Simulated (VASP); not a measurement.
# H2C9 in VASP: further runs

The runs below take H2C9 through single point, with LDA.

Program: VASP 6.6.1. These are calculated values, not measurements. Logs are shortened: lines on timing, memory, paths and dates and some standing lists are left out, and cuts for length are marked.

## 1. The cell of the first run

The cell holds a slab with vacuum, 22 atoms: a = 2.497 Å, b = 4.995 Å, c = 20.566 Å, α = 90.00°, β = 90.00°, γ = 90.00°.

## 2. Single point, LDA

Contents of INCAR:

```
PREC = Accurate
ENCUT = 520
EDIFF = 1E-6
ISMEAR = 0
SIGMA = 0.05
LREAL = Auto
LASPH = T
NELM = 80
ALGO = Normal
ISIF = 2
LWAVE = F
LCHARG = T
LDIPOL = T
IDIPOL = 3
DIPOL = 0.5 0.5 0.359
LELF = T
LVHAR = T
LVACPOTAV = T
NBANDS = 55
```

Contents of KPOINTS:

```
Automatic mesh
0
Gamma
  10 5 1
```

Contents of POSCAR:

```
H2C9
1.0
    2.4973154970      0.0000000000      0.0000000000
    0.0000000000      4.9946309939      0.0000000000
    0.0000000000      0.0000000000     20.5658806949
C H
18 4
Direct
    0.0000000000      0.2500000000      0.2262196243
    0.0000000000      0.7500000000      0.2262196243
    0.0000000000      0.5000000000      0.2691516229
    0.0000000000      0.0000000000      0.2691516229
    0.5000000000      0.5000000000      0.3120836215
    0.5000000000      0.0000000000      0.3120836215
    0.5000000000      0.7500000000      0.3550156201
    0.5000000000      0.2500000000      0.3550156201
    0.0000000000      0.7530311660      0.3970333113
    0.0000000000      0.2466262127      0.3982682211
    0.0000000000     -0.0079432603      0.4442397737
    0.0000000000      0.5048396223      0.4369078750
    0.5000000000     -0.0110151071      0.4896738091
    0.5000000000      0.5107930529      0.4774391688
    0.5000000000      0.2560846042      0.5232547602
    0.5000000000      0.7228663716      0.5345910407
    0.0000000000      0.3617033889      0.5475344195
    0.0000000000      0.6241059972      0.5752502274
   -0.2843917683      0.2504266612      0.1890712551
    0.2843917683      0.2504266612      0.1890712551
    0.2843917683      0.7495733388      0.1890712551
   -0.2843917683      0.7495733388      0.1890712551
```

Potentials or basis: VASP PAW LDA potentials, release 64 (C, H).

Started as:

```sh
cat potpaw_LDA.64/C/POTCAR potpaw_LDA.64/H/POTCAR > POTCAR
mpirun -np 1 vasp_std > vasp.out
```

OUTCAR:

```text
PREC = Accurate
   ENCUT = 520
   EDIFF = 1E-6
   ISMEAR = 0
   LREAL = Auto
   LASPH = T
   NELM = 80
   ISIF = 2

 ion  position               nearest neighbor table
   1  0.000  0.250  0.226-  19 1.04  20 1.04   3 1.53   4 1.53
   2  0.000  0.750  0.226-  21 1.04  22 1.04   3 1.53   4 1.53
   3  0.000  0.500  0.269-   1 1.53   2 1.53   5 1.53   5 1.53
   4  0.000  0.000  0.269-   1 1.53   2 1.53   6 1.53   6 1.53
   5  0.500  0.500  0.312-   7 1.53   8 1.53   3 1.53   3 1.53
   6  0.500  0.000  0.312-   7 1.53   8 1.53   4 1.53   4 1.53
   7  0.500  0.750  0.355-   9 1.52   9 1.52   5 1.53   6 1.53
   8  0.500  0.250  0.355-   5 1.53   6 1.53  10 1.53  10 1.53
   9  0.000  0.753  0.397-  12 1.49   7 1.52   7 1.52  11 1.54
  10  0.000  0.247  0.398-  12 1.51   8 1.53   8 1.53  11 1.58
  11  0.000  0.992  0.444-   9 1.54  13 1.56  13 1.56  10 1.58
  12  0.000  0.505  0.437-   9 1.49  14 1.50  14 1.50  10 1.51
  13  0.500  0.989  0.490-  15 1.50  11 1.56  11 1.56  16 1.62
  14  0.500  0.511  0.477-  12 1.50  12 1.50  16 1.58  15 1.58  17 2.05  17 2.05
  15  0.500  0.256  0.523-  17 1.44  17 1.44  13 1.50  14 1.58
  16  0.500  0.723  0.535-  18 1.58  18 1.58  14 1.58  13 1.62
  17  0.000  0.362  0.548-  18 1.43  15 1.44  15 1.44  14 2.05  14 2.05
  18  0.000  0.624  0.575-  17 1.43  16 1.58  16 1.58
  19  0.716  0.250  0.189-   1 1.04
  20  0.284  0.250  0.189-   1 1.04
  21  0.284  0.750  0.189-   2 1.04
  22  0.716  0.750  0.189-   2 1.04

  LATTYP: Found a simple orthorhombic cell.
 ALAT       =     2.4973154970
 B/A-ratio  =     2.0000000000
 C/A-ratio  =     8.2351952405

  Lattice vectors:

 A1 = (   2.4973154970,   0.0000000000,   0.0000000000)
 A2 = (   0.0000000000,   4.9946309939,   0.0000000000)
 A3 = (   0.0000000000,   0.0000000000,  20.5658806949)

Analysis of symmetry for initial positions (statically):
=====================================================================
 Subroutine PRICEL returns:
 Original cell was already a primitive cell.

 Routine SETGRP: Setting up the symmetry group for a
 simple orthorhombic supercell.

 Subroutine GETGRP returns: Found  2 space group operations
 (whereof  2 operations were pure point group operations)
 out of a pool of  8 trial point group operations.

The static configuration has the point symmetry C_1h.

Analysis of symmetry for dynamics (positions and initial velocities):
=====================================================================
 Subroutine PRICEL returns:
 Original cell was already a primitive cell.

 Routine SETGRP: Setting up the symmetry group for a
 simple orthorhombic supercell.

 Subroutine GETGRP returns: Found  2 space group operations
 (whereof  2 operations were pure point group operations)
 out of a pool of  8 trial point group operations.

The dynamic configuration has the point symmetry C_1h.

 Subroutine INISYM returns: Found  2 space group operations
 (whereof  2 operations are pure point group operations),
 and found     1 'primitive' translations

----------------------------------------------------------------------------------------

                                     Primitive cell

  volume of cell :     256.5217

  direct lattice vectors                    reciprocal lattice vectors
     2.497315497  0.000000000  0.000000000     0.400429982  0.000000000  0.000000000
     0.000000000  4.994630994  0.000000000     0.000000000  0.200214991  0.000000000
     0.000000000  0.000000000 20.565880695     0.000000000  0.000000000  0.048624225

  length of vectors
     2.497315497  4.994630994 20.565880695     0.400429982  0.200214991  0.048624225

  position of ions in fractional coordinates (direct lattice)
     0.000000000  0.250000000  0.226219624
     0.000000000  0.750000000  0.226219624
     0.000000000  0.500000000  0.269151623
     0.000000000  0.000000000  0.269151623
     0.500000000  0.500000000  0.312083622
     0.500000000  0.000000000  0.312083622
[... 14 lines left out ...]
     0.284391768  0.749573339  0.189071255
     0.715608232  0.749573339  0.189071255

  ion indices of the primitive-cell ions
   primitive index   ion index
                 1           1
                 2           2
                 3           3
                 4           4
                 5           5
                 6           6
[... 14 lines left out ...]
                21          21
                22          22

----------------------------------------------------------------------------------------

 KPOINTS: Automatic mesh

Automatic generation of k-mesh.
 Grid dimensions read from file:
 generate k-points for:   10    5    1

 Generating k-lattice:

  Cartesian coordinates                     Fractional coordinates (reciprocal lattice)
     0.040042998  0.000000000  0.000000000     0.100000000  0.000000000  0.000000000
     0.000000000  0.040042998  0.000000000     0.000000000  0.200000000  0.000000000
     0.000000000  0.000000000  0.048624225     0.000000000  0.000000000  1.000000000

  Length of vectors
     0.040042998  0.040042998  0.048624225

  Shift w.r.t. Gamma in fractional coordinates (k-lattice)
     0.000000000  0.000000000  0.000000000

 Subroutine IBZKPT returns following result:
 ===========================================

 Found     18 irreducible k-points:

 Following reciprocal coordinates:
            Coordinates               Weight
  0.000000  0.000000  0.000000      1.000000
  0.100000  0.000000  0.000000      2.000000
  0.200000  0.000000  0.000000      2.000000
  0.300000  0.000000  0.000000      2.000000
  0.400000  0.000000  0.000000      2.000000
  0.500000  0.000000  0.000000      1.000000
[... 10 lines left out ...]
  0.400000  0.400000  0.000000      4.000000
  0.500000  0.400000  0.000000      2.000000
   k-points           NKPTS =     18   k-points in BZ     NKDIM =     18   number of bands    NBANDS=     55
   number of dos      NEDOS =    301   number of ions     NIONS =     22
   total plane-waves  NPLWV = 128000
   dimension x,y,z NGX =    20 NGY =   40 NGZ =  160
   dimension x,y,z NGXF=    40 NGYF=   80 NGZF=  320
   ions per type =              18   4
   NGX,Y,Z   is equivalent  to a cutoff of  13.31, 13.31, 12.93 a.u.
   NGXF,Y,Z  is equivalent  to a cutoff of  26.63, 26.63, 25.87 a.u.
 SYSTEM =  unknown system
   PREC   = accura    normal or accurate (medium, high low for compatibility)
   ISTART =      0    job   : 0-new  1-cont  2-samecut
   ICHARG =      2    charge: 1-file 2-atom 10-const
   ISPIN  =      1    spin polarized calculation?
   LNONCOLLINEAR =      F non collinear calculations
   LSORBIT =      F    spin-orbit coupling
   LASPH  =      T    aspherical Exc in radial PAW
   ENCUT  =  520.0 eV  38.22 Ry    6.18 a.u.   4.64  9.29 38.24*2*pi/ulx,y,z
   NELM   =     80;   NELMIN=  2; NELMDL= -5     # of ELM steps
   EDIFF  = 0.1E-05   stopping-criterion for ELM
   LREAL  =      T    real-space projection
   EDIFFG = 0.1E-04   stopping-criterion for IOM
   NSW    =      0    number of steps for IOM
   IBRION =     -1    ionic relax: 0-MD 1-quasi-New 2-CG
   NFREE  =      0    steps in history (QN), initial steepest desc. (CG)
   ISIF   =      2    stress and relaxation
   ISYM   =      2    0-nonsym 1-usesym 2-fastsym
   POTIM  = 0.5000    time-step for ionic-motion
   TEBEG  =    0.0;   TEEND  =   0.0 temperature during run
   PSTRESS=    0.0 pullay stress
   NELECT =      76.0000    total number of electrons
   NUPDOWN=      -1.0000    fix difference up-down
   EMIN   =  10.00;   EMAX   =-10.00  energy-range for DOS
   EFERMI =   0.00;   METHOD = LEGACY
   ISMEAR =     0;   SIGMA  =   0.05  broadening in eV -4-tet -1-fermi 0-gaus
   EFERMI_NEDOS =   21; number of points for ismear=-14 and -15
   IALGO  =     38    algorithm
   IMIX   =      4    mixing-type and parameters
     AMIX     =   0.40;   BMIX     =  1.00
     AMIX_MAG =   1.60;   BMIX_MAG =  1.00
  volume/ion in A,a.u.               =      11.66        78.69
  Fermi-wavevector in a.u.,A,eV,Ry     =   1.091368  2.062387 16.205691  1.191085
  Thomas-Fermi vector in A             =   2.227612
   LORBIT       =      0    0 simple, 1 ext, 2 COOP (PROOUT), +10 PAW based schemes
   GGA     = CA    functional components
   LHFCALC =     F    Hartree Fock is set to
   AEXX    =    0.0000 exact exchange contribution
   IVDW    =     0    specifies the selected vdW correction
   LEPSILON=     F    determine dielectric tensor
   LRPA    =     F    only Hartree local field effects (RPA)
 non-spin polarized calculation
 Gauss-broadening in eV      SIGMA  =   0.05
  energy-cutoff  :      520.00
  volume of cell :      256.52
 maximum number of plane-waves:      6975
 NGX is ok and might be reduce to    20
   NGX =  9   NGY = 19   NGZ = 77

 dipolmoment           0.000000      0.000000     -0.000138 electrons x Angstroem

 number of electron      76.0000012 magnetization

 dipolmoment           0.000000      0.000000      0.330752 electrons x Angstroem

 Free energy of the ion-electron system (eV)
  ---------------------------------------------------
  ext. energy  EPLUGINS =         0.00000000
  ---------------------------------------------------
  free energy    TOTEN  =      -186.79730719 eV

  energy without entropy =     -186.79730719  energy(sigma->0) =     -186.79730719

 E-fermi :   2.1678     XC(G=0):  -6.5737

 val. band max:        1.8674611528   @ k =   0.0000   0.0000   0.0000
 cond. band min:       3.0179198127   @ k =   0.0000   0.0000   0.0000
 fundamental gap:      1.1504586599
 Fermi energy:         2.1678282964

 k-point     1 :       0.0000    0.0000    0.0000
  band No.  band energies     occupation
      1     -20.1257      2.00000
      2     -19.1118      2.00000
      3     -17.4360      2.00000
      4     -15.4973      2.00000
      5     -15.4213      2.00000
      6     -15.2012      2.00000
[... 42 lines left out ...]
     49       7.5581      0.00000
     50       7.6934      0.00000
[... 899 lines left out ...]
     49       9.2532      0.00000
     50       9.5924      0.00000
 [bands above 50 left out]

------------------------ aborting loop because EDIFF is reached ----------------------------------------

  FORCE on cell =-STRESS in cart. coord.  units (eV):
  Direction    XX          YY          ZZ          XY          YZ          ZX
  --------------------------------------------------------------------------------------
  -------------------------------------------------------------------------------------
  Total       34.9643506     -0.9347144     -3.6603684      0.0000000      0.0422119      0.0000000
  in kB      218.3795248     -5.8380171    -22.8618435      0.0000000      0.2636459      0.0000000
  external PRESSURE =      63.2265547 kB  Pullay stress =       0.0000000 kB

 VOLUME and BASIS-vectors are now :
 -----------------------------------------------------------------------------
  energy-cutoff  :      520.00
  volume of cell :      256.52
      direct lattice vectors                 reciprocal lattice vectors
     2.497315497  0.000000000  0.000000000     0.400429982  0.000000000  0.000000000
     0.000000000  4.994630994  0.000000000     0.000000000  0.200214991  0.000000000
     0.000000000  0.000000000 20.565880695     0.000000000  0.000000000  0.048624225

 POSITION                                       TOTAL-FORCE (eV/Angst)
 -----------------------------------------------------------------------------------
      0.00000      1.24866      4.65241         0.000000     -0.001531      1.898317
      0.00000      3.74597      4.65241         0.000000      0.001241      1.913559
      0.00000      2.49732      5.53534         0.000000     -0.024843     -1.787195
      0.00000      0.00000      5.53534         0.000000      0.024848     -1.832684
      1.24866      2.49732      6.41827         0.000000      0.009293      0.048651
      1.24866      0.00000      6.41827         0.000000     -0.000123     -0.304153
[... 14 lines left out ...]
      0.71022      3.74384      3.88842         0.034584     -0.000299     -0.034665
      1.78710      3.74384      3.88842        -0.034584     -0.000299     -0.034665
 -----------------------------------------------------------------------------------
    total drift:                                0.000000     -0.004740     -0.000883

  FREE ENERGIE OF THE ION-ELECTRON SYSTEM (eV)
  ---------------------------------------------------
  free  energy   TOTEN  =      -186.7973071876 eV

  energy  without entropy=     -186.7973071876  energy(sigma->0) =     -186.79730719

 vacuum level on the upper side and lower side of the slab         8.491         3.692
```

It took 6.2 min on 1 thread of Intel Xeon 6975P-C (Granite Rapids), shared host; peak memory 0.36 GiB.

What came out:

```yaml
Free_energy: -186.7973 eV
Largest_force: 5.905 eV/Å
Band_gap_on_the_k_mesh: 1.15 eV
```

Forces on the atoms (eV/Å):
```
C    0.000 -0.002  1.898
C    0.000  0.001  1.914
C    0.000 -0.025 -1.787
C    0.000  0.025 -1.833
C    0.000  0.009  0.049
C    0.000  0.000 -0.304
C    0.000  0.895 -0.630
C    0.000 -0.906  0.184
C    0.000  0.016 -0.012
C    0.000 -0.013  0.002
C    0.000 -0.012  0.001
C    0.000  0.005  0.004
C    0.000 -0.015  0.007
C    0.000  0.014 -0.022
C    0.000 -0.017  0.019
C    0.000  0.020  0.013
C    0.000 -0.044  5.905
C    0.000  0.046 -5.266
H   -0.035  0.001 -0.035
H    0.035  0.001 -0.035
H    0.035  0.000 -0.035
H   -0.035  0.000 -0.035
```

[end of part 1 of 2]
